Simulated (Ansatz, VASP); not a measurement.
## HfN: VASP beside Ansatz

```
Hf N
1.0
     0.00000    2.27390    2.27390
     2.27390    0.00000    2.27390
     2.27390    2.27390    0.00000
Hf N
1 1
Direct
  0.01259 0.01221 0.96192
  0.48741 0.48779 0.53808
```

Change from the starting cell: all N atoms moved 0.2 Å in one direction.

Alike in both runs: task single point; functional PBE; k mesh 12 × 12 × 12; occupations gaussian, width 0.15 eV; no spin polarisation.

```csv
,VASP,Ansatz
version,VASP 6.6.1,Ansatz 0.2.0
potentials or method,"VASP PAW PBE potentials, release 64 (Hf_pv, N), cutoff 520 eV","scalar-relativistic, plane waves, PAW"
valence electrons in the cell,15,31
```

|  | VASP | Ansatz | Ansatz less VASP |
| --- | --- | --- | --- |
| gap on the k mesh at the Fermi level (eV) | none | none | - |
| pressure (GPa) | 2.6 | 4.8 | +2.20 |
| traceless stress, the component that is largest in VASP (GPa) | -0.43 | -0.47 | -0.040 |
| rms of the force components (eV/Å) | 1.249 | 1.250 | +0.0011 |

Atom by atom the forces differ by 0.001 eV/Å (rms over components). A gap of «none» marks a metal or a gap that the smearing closes. With one functional, cell and mesh, what is left measures potentials, basis and numerics. VASP's potentials hold 15 valence electrons a cell and Ansatz's 31, so a difference there can come from the potentials and not from the codes.

Neither program's run includes spin-orbit coupling.
